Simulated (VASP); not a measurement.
# PtS2 (P-3m1) in VASP: electric field gradients with PBE

Aim: the electric field gradients of PtS2 with PBE.

Program: VASP 6.6.1. These are calculated values, not measurements. Logs are shortened: lines on timing, memory, paths and dates and some standing lists are left out, and cuts for length are marked.

**1. The cell of the first run**

Symmetry: P-3m1, No. 164, trigonal system. The conventional cell has a = 3.543 Å, b = 3.543 Å, c = 5.039 Å, α = 90.00°, β = 90.00°, γ = 120.00°. Within 3.2 Å of Pt (site symmetry -3m) lie 6 S at 2.39 Å. S (site symmetry 3m) has 3 Pt at 2.39 Å and 6 S at 3.21 to 3.29 Å within 3.3 Å.

**2. Electric field gradients, PBE, non-collinear spin, zero start, spin-orbit coupling**

INCAR

```
  ALGO = Normal
  EDIFF = 1E-8
  ENCUT = 430
  GGA = PE
  GGA_COMPAT = False
  ISIF = 2
  ISMEAR = -1
  LASPH = True
  LCHARG = False
  LEFG = True
  LMAXMIX = 4
  LORBIT = 11
  LORBMOM = True
  LREAL = False
  LSORBIT = True
  LWAVE = False
  MAGMOM = 0 0 0 0 0 0 0 0 0
  NBANDS = 43
  NELM = 200
  PREC = Accurate
  SIGMA = 0.02
```

KPOINTS

```
k-points
0
Gamma
  9 9 6
```

POSCAR

```
PtS2
1.0
    3.5431994758      0.0000000000      0.0000000000
   -1.7715997379      3.0685007567      0.0000000000
    0.0000000000      0.0000000000      5.0388000000
Pt S
1 2
Direct
    0.0000000000      0.0000000000      0.0000000000
    0.3333333333      0.6666666667      0.2448969172
    0.6666666667      0.3333333333      0.7551030828
```

Potentials or basis: VASP PAW PBE potentials, release 64 (Pt_sv_GW, S).

The run is started by

```console
> cat potpaw_PBE.64/Pt_sv_GW/POTCAR potpaw_PBE.64/S/POTCAR > POTCAR
> mpirun -np 1 vasp_ncl > vasp.out
```

OUTCAR:

```text
EDIFF = 1E-8
   ENCUT = 430
   GGA = PE
   ISIF = 2
   ISMEAR = -1
   LASPH = True
   LORBIT = 11
   LREAL = False
   LSORBIT = True
   NELM = 200
   PREC = Accurate

 ion  position               nearest neighbor table
   1  0.000  0.000  0.000-   2 2.39   3 2.39   2 2.39   3 2.39   3 2.39   2 2.39
   2  0.333  0.667  0.245-   1 2.39   1 2.39   1 2.39
   3  0.667  0.333  0.755-   1 2.39   1 2.39   1 2.39

  LATTYP: Found a hexagonal cell.
 ALAT       =     3.5431994758
 C/A-ratio  =     1.4221045229

  Lattice vectors:

 A1 = (   3.5431994758,   0.0000000000,   0.0000000000)
 A2 = (  -1.7715997379,   3.0685007567,   0.0000000000)
 A3 = (   0.0000000000,   0.0000000000,   5.0388000000)

Analysis of symmetry for initial positions (statically):
=====================================================================
 Subroutine PRICEL returns:
 Original cell was already a primitive cell.

 Routine SETGRP: Setting up the symmetry group for a
 hexagonal supercell.

 Subroutine GETGRP returns: Found 12 space group operations
 (whereof 12 operations were pure point group operations)
 out of a pool of 24 trial point group operations.

The static configuration has the point symmetry D_3d.

Analysis of symmetry for dynamics (positions and initial velocities):
=====================================================================
 Subroutine PRICEL returns:
 Original cell was already a primitive cell.

 Routine SETGRP: Setting up the symmetry group for a
 hexagonal supercell.

 Subroutine GETGRP returns: Found 12 space group operations
 (whereof 12 operations were pure point group operations)
 out of a pool of 24 trial point group operations.

The dynamic configuration has the point symmetry D_3d.

Analysis of structural, dynamic, and magnetic symmetry:
=====================================================================
 Subroutine PRICEL returns:
 Original cell was already a primitive cell.

 Routine SETGRP: Setting up the symmetry group for a
 hexagonal supercell.

 Subroutine GETGRP returns: Found 12 space group operations
 (whereof 12 operations were pure point group operations)
 out of a pool of 24 trial point group operations.

The overall configuration has the point symmetry D_3d.

 Subroutine INISYM returns: Found 12 space group operations
 (whereof 12 operations are pure point group operations),
 and found     1 'primitive' translations

----------------------------------------------------------------------------------------

                                     Primitive cell

  volume of cell :      54.7834

  direct lattice vectors                    reciprocal lattice vectors
     3.543199476  0.000000000  0.000000000     0.282230794  0.162946025  0.000000000
    -1.771599738  3.068500757  0.000000000     0.000000000  0.325892049  0.000000000
     0.000000000  0.000000000  5.038800000     0.000000000  0.000000000  0.198459951

  length of vectors
     3.543199476  3.543199476  5.038800000     0.325892049  0.325892049  0.198459951

  position of ions in fractional coordinates (direct lattice)
     0.000000000  0.000000000  0.000000000
     0.333333333  0.666666667  0.244896917
     0.666666667  0.333333333  0.755103083

  ion indices of the primitive-cell ions
   primitive index   ion index
                 1           1
                 2           2
                 3           3

----------------------------------------------------------------------------------------

 KPOINTS: k-points

Automatic generation of k-mesh.
 Grid dimensions read from file:
 generate k-points for:    9    9    6

[... 1217 lines left out ...]
  volume of cell :       54.78
      direct lattice vectors                 reciprocal lattice vectors
     3.543199476  0.000000000  0.000000000     0.282230794  0.162946025  0.000000000
    -1.771599738  3.068500757  0.000000000     0.000000000  0.325892049  0.000000000
     0.000000000  0.000000000  5.038800000     0.000000000  0.000000000  0.198459951

 POSITION                                       TOTAL-FORCE (eV/Angst)
 -----------------------------------------------------------------------------------
      0.00000      0.00000      0.00000         0.000000      0.000000      0.000000
     -0.00000      2.04567      1.23399         0.000000     -0.000000      0.068684
      1.77160      1.02283      3.80481        -0.000000      0.000000     -0.068684
 -----------------------------------------------------------------------------------
    total drift:                                0.000000      0.000000     -0.000000

  FREE ENERGIE OF THE ION-ELECTRON SYSTEM (eV)
  ---------------------------------------------------
  free  energy   TOTEN  =       -17.5210501911 eV

  energy  without entropy=      -17.5210501898  energy(sigma->0) =      -17.52105019

 Electric field gradients (V/A^2)
---------------------------------------------------------------------
 ion       V_xx      V_yy      V_zz      V_xy      V_xz      V_yz
---------------------------------------------------------------------
   1     -62.263   -62.261   124.524     0.001    -0.000     0.000
   2      25.458    25.458   -50.916    -0.000    -0.000     0.000
   3      25.458    25.458   -50.916    -0.000    -0.000     0.000
---------------------------------------------------------------------

 Electric field gradients after diagonalization (V/A^2)
 (convention: |V_zz| > |V_xx| > |V_yy|)
----------------------------------------------------------------------
 ion       V_xx      V_yy      V_zz     asymmetry (V_yy - V_xx)/ V_zz
----------------------------------------------------------------------
   1     -62.263   -62.261   124.524       0.000
   2      25.458    25.458   -50.916       0.000
   3      25.458    25.458   -50.916       0.000
----------------------------------------------------------------------

           NMR quadrupolar parameters

 Cq : quadrupolar parameter    Cq=e*Q*V_zz/h
 eta: asymmetry parameters     (V_yy - V_xx)/ V_zz
 Q  : nuclear electric quadrupole moment in mb (millibarn)
----------------------------------------------------------------------
 ion       Cq(MHz)       eta       Q (mb)
----------------------------------------------------------------------
   1       0.301       0.000       1.000
   2      -0.123       0.000       1.000
   3      -0.123       0.000       1.000
----------------------------------------------------------------------

 orbital moment (x)

 # of ion     p       d       f       tot
 ------------------------------------------------
  1        -0.000  -0.000  -0.000  -0.000
  2        -0.000   0.000   0.000  -0.000
  3         0.000   0.000   0.000   0.000
 ------------------------------------------------
            0.000  -0.000  -0.000   0.000

 orbital moment (y)

 # of ion     p       d       f       tot
 ------------------------------------------------
  1         0.000   0.000   0.000   0.000
  2        -0.000   0.000   0.000  -0.000
  3         0.000   0.000   0.000   0.000
 ------------------------------------------------
            0.000   0.000   0.000   0.000

 orbital moment (z)

 # of ion     p       d       f       tot
 ------------------------------------------------
  1         0.000   0.000   0.000   0.000
  2         0.000   0.000   0.000   0.000
  3         0.000   0.000   0.000   0.000
 ------------------------------------------------
            0.000   0.000   0.000   0.000

 Spin-Orbit-Coupling matrix elements

 Ion:    1  E_soc:     -4.3631196
 l=   1
     0.0000000    -0.6305954    -0.6299734
    -0.6305954     0.0000000    -0.6305954
    -0.6299734    -0.6305954     0.0000000
 l=   2
     0.0000000    -0.0215298     0.0000000    -0.0215298    -0.0723525
    -0.0215298     0.0000000    -0.0531767    -0.0255328    -0.0215298
     0.0000000    -0.0531767     0.0000000    -0.0531767     0.0000000
    -0.0215298    -0.0255328    -0.0531767     0.0000000    -0.0215298
    -0.0723525    -0.0215298     0.0000000    -0.0215298     0.0000000
 l=   3
     0.0000000    -0.0000043     0.0000000     0.0000000     0.0000000    -0.0000043    -0.0000026
    -0.0000043     0.0000000    -0.0000016     0.0000000    -0.0000016    -0.0000119    -0.0000011
     0.0000000    -0.0000016     0.0000000    -0.0000028    -0.0000004    -0.0000016     0.0000000
     0.0000000     0.0000000    -0.0000028     0.0000000    -0.0000028     0.0000000     0.0000000
[... 29 lines left out ...]
 l=   2
     0.0000000     0.0000000     0.0000000     0.0000000     0.0000000
     0.0000000     0.0000000     0.0000000     0.0000000     0.0000000
     0.0000000     0.0000000     0.0000000     0.0000000     0.0000000
     0.0000000     0.0000000     0.0000000     0.0000000     0.0000000
     0.0000000     0.0000000     0.0000000     0.0000000     0.0000000
 l=   3
     0.0000000     0.0000000     0.0000000     0.0000000     0.0000000     0.0000000     0.0000000
     0.0000000     0.0000000     0.0000000     0.0000000     0.0000000     0.0000000     0.0000000
     0.0000000     0.0000000     0.0000000     0.0000000     0.0000000     0.0000000     0.0000000
     0.0000000     0.0000000     0.0000000     0.0000000     0.0000000     0.0000000     0.0000000
     0.0000000     0.0000000     0.0000000     0.0000000     0.0000000     0.0000000     0.0000000
     0.0000000     0.0000000     0.0000000     0.0000000     0.0000000     0.0000000     0.0000000
     0.0000000     0.0000000     0.0000000     0.0000000     0.0000000     0.0000000     0.0000000

 total charge

# of ion       s       p       d       f       tot
--------------------------------------------------
    1        4.693   6.140   7.403   0.034  18.270
    2        1.364   2.277   0.000   0.000   3.642
    3        1.364   2.277   0.000   0.000   3.642
--------------------------------------------------
tot          7.422  10.694   7.403   0.034  25.553

 magnetization (x)

# of ion       s       p       d       f       tot
--------------------------------------------------
    1        0.000  -0.000   0.000   0.000   0.000
    2       -0.000   0.000   0.000   0.000  -0.000
    3       -0.000   0.000   0.000   0.000  -0.000
--------------------------------------------------
tot         -0.000  -0.000   0.000   0.000  -0.000

 magnetization (y)

# of ion       s       p       d       f       tot
--------------------------------------------------
    1        0.000   0.000   0.000   0.000   0.000
    2       -0.000  -0.000   0.000   0.000  -0.000
    3        0.000  -0.000   0.000   0.000  -0.000
--------------------------------------------------
tot          0.000  -0.000   0.000   0.000  -0.000

 magnetization (z)

# of ion       s       p       d       f       tot
--------------------------------------------------
    1        0.000  -0.000   0.000   0.000   0.000
    2        0.000   0.000   0.000   0.000   0.000
    3        0.000   0.000   0.000   0.000   0.000
--------------------------------------------------
tot          0.000  -0.000   0.000   0.000   0.000
```

Run time: 3.5 min. Hardware: 1 thread of Intel Xeon Platinum 8375C at 2.90GHz (Ice Lake), shared host; peak memory 0.34 GiB.

What came out:

```
Free energy                                           : -17.5211 eV
Pressure                                              : 3.6 GPa
Largest force                                         : 0.069 eV/Å
Net moment                                            : 0.00 μB per cell
Largest electric field gradient by atom               : Pt +124.5; S -50.9 V/Å²
Valence electrons inside the program's atomic spheres : Pt 18.27; S 3.64
```

Forces in eV/Å, atoms in the order of the input:
```
Pt   0.000  0.000  0.000
S    0.000  0.000  0.069
S    0.000  0.000 -0.069
```

Moments on the atoms (μB; x, y, z):
```
Pt  0.00 0.00 0.00
S   0.00 0.00 0.00
S   0.00 0.00 0.00
```

Electric field gradients, principal values (V/Å²):
```tsv
atom	least	middle	greatest (by size)
1 Pt	-62.261	-62.263	124.524
2 S	25.458	25.458	-50.916
3 S	25.458	25.458	-50.916
```

Caveat: the cell stands under pressure; without QUAD_EFG the Cq values of the log hold for a quadrupole moment of 1 mb, not for the nuclei.
